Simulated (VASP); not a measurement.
# Al (P-1) in VASP: a series of runs

Runs on Al. Level: PBE. Tasks: single point.

Program: VASP 6.6.1. These are calculated values, not measurements. Logs are shortened: lines on timing, memory, paths and dates and some standing lists are left out, and cuts for length are marked.

## 1. The cell of the first run

The typed cell holds 1 atom: a = 2.723 Å, b = 2.757 Å, c = 2.687 Å, α = 87.98°, β = 89.06°, γ = 89.04°.

## 2. Single point, PBE

The input, INCAR:

```
SYSTEM = Al
ALGO     = Normal         ! electronic algorithm
EDIFF    = 1E-7           ! SCF threshold, eV
ENCUT    = 520            ! plane-wave cutoff, eV
GGA      = PE             ! functional
ISIF     = 2              ! what is computed and relaxed
ISMEAR   = -1             ! smearing method
LASPH    = .TRUE.         ! aspherical terms in the spheres
LCHARG   = .FALSE.        ! write CHGCAR
LREAL    = .FALSE.        ! projectors in reciprocal space
LWAVE    = .FALSE.        ! write WAVECAR
NBANDS   = 8              ! bands
NELM     = 60             ! most SCF steps
PREC     = Accurate       ! precision mode
SIGMA    = 0.1            ! smearing width, eV
```

The input, KPOINTS:

```
k-points
0
G
  11 11 11
  0 0 0
```

The input, POSCAR:

```
Al
1.0
    2.7231350000      0.0226620000      0.0219930000
    0.0226620000      2.7568820000      0.0478290000
    0.0219930000      0.0478290000      2.6869140000
Al
1
Direct
    0.0101730000     -0.0201310000      0.0035330000
```

Potentials or basis: VASP PAW PBE potentials, release 64 (Al).

The run is started by

```console
cat potpaw_PBE.64/Al/POTCAR > POTCAR
mpirun -np 1 vasp_std > vasp.out
```

OUTCAR:

```text
SYSTEM = Al
   EDIFF = 1E-7
   ENCUT = 520
   GGA = PE
   ISIF = 2
   ISMEAR = -1
   LASPH = .TRUE.
   LREAL = .FALSE.
   NELM = 60
   PREC = Accurate

 ion  position               nearest neighbor table
   1  0.010  0.980  0.004-

  LATTYP: Found a triclinic cell.
 ALAT       =     2.7573899872
 B/A-ratio  =     1.3715971775
 C/A-ratio  =     0.9876434291
 COS(alpha) =     0.0005022435
 COS(beta)  =     0.0166781033
 COS(gamma) =     0.7040620210

  Lattice vectors:

 A1 = (  -0.0226620000,  -2.7568820000,  -0.0478290000)
 A2 = (  -0.0006690000,  -2.7090530000,   2.6390850000)
 A3 = (  -2.7231350000,  -0.0226620000,  -0.0219930000)

Analysis of symmetry for initial positions (statically):
=====================================================================
 Subroutine PRICEL returns:
 Original cell was already a primitive cell.

 Routine SETGRP: Setting up the symmetry group for a
 triclinic supercell.

 Subroutine GETGRP returns: Found  2 space group operations
 (whereof  1 operations were pure point group operations)
 out of a pool of  2 trial point group operations.

The static configuration has the point symmetry C_1 .
 The point group associated with its full space group is S_2 .

Analysis of symmetry for dynamics (positions and initial velocities):
=====================================================================
 Subroutine PRICEL returns:
 Original cell was already a primitive cell.

 Routine SETGRP: Setting up the symmetry group for a
 triclinic supercell.

 Subroutine GETGRP returns: Found  2 space group operations
 (whereof  1 operations were pure point group operations)
 out of a pool of  2 trial point group operations.

The dynamic configuration has the point symmetry C_1 .
 The point group associated with its full space group is S_2 .

 Subroutine INISYM returns: Found  2 space group operations
 (whereof  1 operations are pure point group operations),
 and found     1 'primitive' translations

----------------------------------------------------------------------------------------

                                     Primitive cell

  volume of cell :      20.1627

  direct lattice vectors                    reciprocal lattice vectors
     2.723135000  0.022662000  0.021993000     0.367272357 -0.002967798 -0.002953379
     0.022662000  2.756882000  0.047829000    -0.002967798  0.362864654 -0.006434959
     0.021993000  0.047829000  2.686914000    -0.002953379 -0.006434959  0.372312896

  length of vectors
     2.723318102  2.757389987  2.687429655     0.367296222  0.362933842  0.372380213

  position of ions in fractional coordinates (direct lattice)
     0.010173000  0.979869000  0.003533000

  ion indices of the primitive-cell ions
   primitive index   ion index
                 1           1

----------------------------------------------------------------------------------------

 KPOINTS: k-points

Automatic generation of k-mesh.
 Grid dimensions read from file:
 generate k-points for:   11   11   11

 Generating k-lattice:

  Cartesian coordinates                     Fractional coordinates (reciprocal lattice)
     0.033388396 -0.000269800 -0.000268489     0.090909091 -0.000000000  0.000000000
    -0.000269800  0.032987696 -0.000584996    -0.000000000  0.090909091 -0.000000000
    -0.000268489 -0.000584996  0.033846627    -0.000000000 -0.000000000  0.090909091

  Length of vectors
     0.033390566  0.032993986  0.033852747

  Shift w.r.t. Gamma in fractional coordinates (k-lattice)
     0.000000000  0.000000000  0.000000000

 Subroutine IBZKPT returns following result:
 ===========================================

 Found    666 irreducible k-points:

 Following reciprocal coordinates:
            Coordinates               Weight
  0.000000  0.000000  0.000000      1.000000
  0.090909  0.000000  0.000000      2.000000
  0.181818 -0.000000  0.000000      2.000000
  0.272727 -0.000000  0.000000      2.000000
  0.363636  0.000000  0.000000      2.000000
  0.454545 -0.000000  0.000000      2.000000
[... 16 lines left out ...]
  0.454545  0.181818  0.000000      2.000000
 -0.454545  0.181818 -0.000000      2.000000
 [... further k-points ...]
   k-points           NKPTS =    666   k-points in BZ     NKDIM =    666   number of bands    NBANDS=      8
   number of dos      NEDOS =    301   number of ions     NIONS =      1
   total plane-waves  NPLWV =   9600
   dimension x,y,z NGX =    20 NGY =   24 NGZ =   20
   dimension x,y,z NGXF=    40 NGYF=   48 NGZF=   40
   ions per type =               1
   NGX,Y,Z   is equivalent  to a cutoff of  12.21, 14.47, 12.37 a.u.
   NGXF,Y,Z  is equivalent  to a cutoff of  24.42, 28.94, 24.74 a.u.
 SYSTEM =  Al
   PREC   = accura    normal or accurate (medium, high low for compatibility)
   ISTART =      0    job   : 0-new  1-cont  2-samecut
   ICHARG =      2    charge: 1-file 2-atom 10-const
   ISPIN  =      1    spin polarized calculation?
   LNONCOLLINEAR =      F non collinear calculations
   LSORBIT =      F    spin-orbit coupling
   LASPH  =      T    aspherical Exc in radial PAW
   ENCUT  =  520.0 eV  38.22 Ry    6.18 a.u.   5.06  5.13  5.00*2*pi/ulx,y,z
   NELM   =     60;   NELMIN=  2; NELMDL= -5     # of ELM steps
   EDIFF  = 0.1E-06   stopping-criterion for ELM
   LREAL  =      F    real-space projection
   EDIFFG = 0.1E-05   stopping-criterion for IOM
   NSW    =      0    number of steps for IOM
   IBRION =     -1    ionic relax: 0-MD 1-quasi-New 2-CG
   NFREE  =      0    steps in history (QN), initial steepest desc. (CG)
   ISIF   =      2    stress and relaxation
   ISYM   =      2    0-nonsym 1-usesym 2-fastsym
   POTIM  = 0.5000    time-step for ionic-motion
   TEBEG  =    0.0;   TEEND  =   0.0 temperature during run
   PSTRESS=    0.0 pullay stress
   NELECT =       3.0000    total number of electrons
   NUPDOWN=      -1.0000    fix difference up-down
   EMIN   =  10.00;   EMAX   =-10.00  energy-range for DOS
   EFERMI =   0.00;   METHOD = LEGACY
   ISMEAR =    -1;   SIGMA  =   0.10  broadening in eV -4-tet -1-fermi 0-gaus
   EFERMI_NEDOS =   21; number of points for ismear=-14 and -15
   IALGO  =     38    algorithm
   IMIX   =      4    mixing-type and parameters
     AMIX     =   0.40;   BMIX     =  1.00
     AMIX_MAG =   1.60;   BMIX_MAG =  1.00
  volume/ion in A,a.u.               =      20.16       136.06
  Fermi-wavevector in a.u.,A,eV,Ry     =   0.867492  1.639322 10.238957  0.752542
  Thomas-Fermi vector in A             =   1.986034
   LORBIT       =      0    0 simple, 1 ext, 2 COOP (PROOUT), +10 PAW based schemes
   GGA     = PE    functional components
   LHFCALC =     F    Hartree Fock is set to
   AEXX    =    0.0000 exact exchange contribution
   IVDW    =     0    specifies the selected vdW correction
   LEPSILON=     F    determine dielectric tensor
   LRPA    =     F    only Hartree local field effects (RPA)
 non-spin polarized calculation
  energy-cutoff  :      520.00
  volume of cell :       20.16
 maximum number of plane-waves:       554
   NGX = 11   NGY = 11   NGZ =  9

 number of electron       3.0000000 magnetization

 Free energy of the ion-electron system (eV)
  ---------------------------------------------------
  ext. energy  EPLUGINS =         0.00000000
  ---------------------------------------------------
  free energy    TOTEN  =        -3.38964433 eV

  energy without entropy =       -3.37468017  energy(sigma->0) =       -3.38216225

 E-fermi :   5.6495     XC(G=0):  -9.4219

 val. band max:        5.6494181145   @ k =  -0.0909   0.4545   0.4545
 cond. band min:       5.6585608783   @ k =   0.0909   0.4545   0.4545
 fundamental gap:      0.0091427637
 Fermi energy:         5.6495327327

 k-point     1 :       0.0000    0.0000    0.0000
  band No.  band energies     occupation
      1      -3.8970      2.00000
      2      13.4884      0.00000
      3      13.8057      0.00000
      4      14.2933      0.00000
      5      14.7624      0.00000
      6      15.3161      0.00000
      7      21.0432      0.00000
      8      29.1781      0.00000

 k-point     2 :       0.0909    0.0000    0.0000
  band No.  band energies     occupation
      1      -3.7340      2.00000
      2      11.4254      0.00000
      3      13.7740      0.00000
      4      14.4345      0.00000
      5      15.4492      0.00000
      6      16.6709      0.00000
      7      21.7252      0.00000
      8      27.9107      0.00000

 k-point     3 :       0.1818   -0.0000    0.0000
  band No.  band energies     occupation
      1      -3.2466      2.00000
      2       8.7656      0.00000
      3      14.1637      0.00000
      4      14.8523      0.00000
      5      15.8585      0.00000
      6      18.3362      0.00000
      7      23.7228      0.00000
      8      25.6450      0.00000

 k-point     4 :       0.2727   -0.0000    0.0000
  band No.  band energies     occupation
      1      -2.4408      2.00000
      2       6.2602      0.00445
      3      14.7768      0.00000
      4      15.5405      0.00000
      5      16.5356      0.00000
      6      19.5853      0.00000
      7      23.3693      0.00000
      8      24.2535      0.00000

 k-point     5 :       0.3636    0.0000    0.0000
  band No.  band energies     occupation
      1      -1.3312      2.00000
      2       3.9962      2.00000
      3      15.5094      0.00000
      4      16.4721      0.00000
      5      17.4635      0.00000
      6      20.7433      0.00000
      7      21.3717      0.00000
      8      22.2637      0.00000
[... 177 lines left out ...]
 k-point    22 :       0.3636    0.1818   -0.0000
  band No.  band energies     occupation
      1      -0.7448      2.00000
      2       4.6378      1.99992
      3      11.1451      0.00000
      4      15.8616      0.00000
      5      17.8726      0.00000
      6      19.7409      0.00000
      7      22.8029      0.00000
      8      23.7669      0.00000

 k-point    23 :       0.4545    0.1818    0.0000
  band No.  band energies     occupation
      1       0.5893      2.00000
      2       2.7183      2.00000
      3      12.1202      0.00000
      4      14.5342      0.00000
      5      18.9037      0.00000
      6      20.4584      0.00000
      7      21.2250      0.00000
      8      23.5311      0.00000

 k-point    24 :      -0.4545    0.1818   -0.0000
  band No.  band energies     occupation
      1       0.6730      2.00000
      2       2.6159      2.00000
      3      11.8866      0.00000
      4      14.8372      0.00000
      5      19.0420      0.00000
      6      20.4104      0.00000
      7      21.1282      0.00000
      8      23.5786      0.00000

 [... further k-points ...]

------------------------ aborting loop because EDIFF is reached ----------------------------------------

  FORCE on cell =-STRESS in cart. coord.  units (eV):
  Direction    XX          YY          ZZ          XY          YZ          ZX
  --------------------------------------------------------------------------------------
  -------------------------------------------------------------------------------------
  Total       -0.0045397     -0.2577819      0.2511645      0.0492149      0.0956020      0.0552100
  in kB       -0.3607339    -20.4839408     19.9581027      3.9107321      7.5967495      4.3871126
  external PRESSURE =      -0.2955240 kB  Pullay stress =       0.0000000 kB

 VOLUME and BASIS-vectors are now :
 -----------------------------------------------------------------------------
  energy-cutoff  :      520.00
  volume of cell :       20.16
      direct lattice vectors                 reciprocal lattice vectors
     2.723135000  0.022662000  0.021993000     0.367272357 -0.002967798 -0.002953379
     0.022662000  2.756882000  0.047829000    -0.002967798  0.362864654 -0.006434959
     0.021993000  0.047829000  2.686914000    -0.002953379 -0.006434959  0.372312896

 POSITION                                       TOTAL-FORCE (eV/Angst)
 -----------------------------------------------------------------------------------
      0.04999      2.70178      0.05658        -0.000000     -0.000000     -0.000000
 -----------------------------------------------------------------------------------
    total drift:                                0.000001     -0.000000     -0.000005

  FREE ENERGIE OF THE ION-ELECTRON SYSTEM (eV)
  ---------------------------------------------------
  free  energy   TOTEN  =        -3.3896443288 eV

  energy  without entropy=       -3.3746801662  energy(sigma->0) =       -3.38216225
```

Run time: 76 s. Hardware: 1 thread of Intel Xeon 8259CL, shared host; peak memory 0.19 GiB.

What came out:

```
Free energy            : -3.3896 eV
Pressure               : 0.0 GPa
Band gap on the k mesh : zero (an odd number of electrons rules out a gap without spin polarisation)
```

## 3. Single point, PBE

The input, INCAR:

```
SYSTEM = Al
PREC = Accurate ; ENCUT = 520
EDIFF = 1E-7 ; ISMEAR = -1
SIGMA = 0.1 ; LREAL = .FALSE.
LASPH = .TRUE. ; NELM = 80
ALGO = Fast ; ISIF = 2
LWAVE = .FALSE. ; LCHARG = .FALSE.
GGA = PE ; NBANDS = 8
```

The input, KPOINTS:

```
Automatic mesh
0
G
  13 13 13
  0 0 0
```

POSCAR is that of step 2.

Potentials or basis: VASP PAW PBE potentials, release 64 (Al).

The run is started by

```console
cat potpaw_PBE.64/Al/POTCAR > POTCAR
mpirun -np 1 vasp_std > vasp.out
```

Wall time 2.7 min (1 thread of Intel Xeon 8259CL, shared host); peak memory 0.25 GiB.

The run converged. Its results:

- Free energy: -3.3790 eV
- Pressure: 0.0 GPa
- Band gap on the k mesh: zero (an odd number of electrons rules out a gap without spin polarisation)

Stress tensor (GPa, compression positive):
```
 0.11  0.18  0.38
 0.18 -1.24  0.74
 0.38  0.74  1.13
```

Levels at points of the mesh, in eV from the Fermi level:
| k point | band 1 | band 2 | band 3 | band 4 | band 5 | band 6 |
| --- | --- | --- | --- | --- | --- | --- |
| (0.00, 0.00, 0.00) | -9.56 | 7.82 | 8.14 | 8.63 | 9.10 | 9.65 |

## 4. Single point, PBE

The input, INCAR:

```
PREC = Accurate
ENCUT = 520
EDIFF = 1E-7
ISMEAR = -1
SIGMA = 0.1
LREAL = F
LASPH = T
NELM = 60
ALGO = Fast
ISIF = 2
LWAVE = F
LCHARG = T
GGA = PE
LELF = T
LVHAR = T
NBANDS = 8
```

The input, KPOINTS:

```
Automatic mesh
0
Gamma
  16 16 16
```

POSCAR is that of step 3.

The run is started by

```console
cat potpaw_PBE.64/Al/POTCAR > POTCAR
mpirun -np 1 vasp_std > vasp.out
```

Wall time 4.6 min (1 thread of Intel Xeon 8259CL, shared host); peak memory 0.37 GiB.

The run converged. Its results:

```yaml
Free_energy: -3.3811 eV
Pressure: 0.1 GPa
Band_gap_on_the_k_mesh: zero (an odd number of electrons rules out a gap without spin polarisation)
```

Stress tensor (GPa, compression positive):
```
 0.16  0.33  0.49
 0.33 -1.25  0.71
 0.49  0.71  1.32
```

Levels at points of the mesh, in eV from the Fermi level:
```
           k point  band 1  band 2  band 3  band 4  band 5  band 6  band 7
(0.00, 0.00, 0.00)   -9.54    7.84    8.16    8.65    9.12    9.67   15.40
(0.50, 0.00, 0.00)   -5.20   -4.08   10.54   12.13   13.16   13.79   14.67
(0.00, 0.50, 0.00)   -5.38   -4.11   10.49   12.44   12.90   14.21   14.68
(0.50, 0.50, 0.00)   -0.78   -0.51   -0.47    2.19   16.42   16.88   17.27
(0.00, 0.00, 0.50)   -4.99   -4.04   10.53   12.22   12.80   13.82   14.19
(0.50, 0.00, 0.50)   -0.60   -0.28   -0.06    2.27   15.74   16.17   16.57
(0.00, 0.50, 0.50)   -0.86   -0.31   -0.18    2.27   16.13   16.44   17.08
(0.50, 0.50, 0.50)    2.43    2.96    3.24    5.14    5.64    5.93    6.99
```

## 5. Summary

| k mesh | gap on the mesh (eV) | pressure (GPa) |
| --- | --- | --- |
| 11 × 11 × 11 | none | 0.0 |
| 13 × 13 × 13 | none | 0.0 |
| 16 × 16 × 16 | none | 0.1 |

Alike in all rows: task single point; level PBE; potentials or basis VASP PAW PBE potentials, release 64 (Al); no spin polarisation; cell as given; cutoff (eV) 520; smearing fermi-dirac 0.1 eV.

Absolute energies hang on the potentials; compare differences alone.
